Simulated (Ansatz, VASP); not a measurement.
**Two plane-wave programs on BAs**

File POSCAR:

```
BAs
1.0
    0.0000000000      2.3416000000      2.3416000000
    2.3416000000      0.0000000000      2.3416000000
    2.3416000000      2.3416000000      0.0000000000
B As
1 1
Direct
    0.0000000000      0.0000000000      0.0000000000
    0.2500000000      0.2500000000      0.2500000000
```

Contents of INCAR.step1:

```
ALGO = Normal
EDIFF = 1E-4
ENCUT = 520
GGA = PE
ISMEAR = 0
LASPH = True
LCHARG = False
LREAL = False
LWAVE = True
NBANDS = 11
NELM = 100
PREC = Accurate
SIGMA = 0.02
```

Contents of INCAR.step2:

```
ALGO = Normal
EDIFF = 1E-7
ENCUT = 520
ISIF = 2
ISMEAR = 0
ISTART = 1
IVDW = 12
LASPH = True
LCHARG = False
LMIXTAU = True
LREAL = False
LWAVE = False
METAGGA = R2SCAN
NBANDS = 11
NELM = 100
PREC = Accurate
SIGMA = 0.02
VDW_A1 = 0.49484001
VDW_A2 = 5.73083694
VDW_S6 = 1.0
VDW_S8 = 0.78981345
```

KPOINTS

```
k-points
0
Gamma
  10 10 10
```

Input for Ansatz:

```yaml
crystal:
  lattice:
    - [0.0, 2.3416, 2.3416]
    - [2.3416, 0.0, 2.3416]
    - [2.3416, 2.3416, 0.0]
  atoms:
    - { symbol: B, position: [0.0, 0.0, 0.0] }
    - { symbol: As, position: [0.25, 0.25, 0.25] }
basis:
  ecutwfc: 500
kpoints:
  mp_grid: { grid: [10, 10, 10] }
hamiltonian:
  xc: r2scan
  dispersion: d3bj
scf:
  occupations: { method: gaussian, width: 0.02 }
output:
  forces: true
  stress: true
  eigenvalues: true
```

Alike in both runs: task single point; functional r2SCAN; dispersion D3(BJ); k mesh 10 × 10 × 10; occupations gaussian, width 0.02 eV; no spin polarisation.

|  | VASP | Ansatz |
| --- | --- | --- |
| version | VASP 6.6.1 | Ansatz 0.2.0 |
| potentials or method | VASP PAW PBE potentials, release 64 (B, As), cutoff 520 eV | scalar-relativistic, plane waves, PAW |
| valence electrons in the cell | 8 | 18 |

```tsv
	VASP	Ansatz	Ansatz less VASP
gap on the k mesh at the Fermi level (eV)	1.30	1.31	+0.003
least direct gap on the mesh (eV)	3.52	3.51	-0.003
pressure (GPa)	8.6	8.2	-0.42
```

VASP's potentials were made for PBE, not for r2SCAN. VASP's potentials hold 8 valence electrons a cell and Ansatz's 18, so a difference there can come from the potentials and not from the codes. Ansatz's warnings: dispersion damping borrowed.
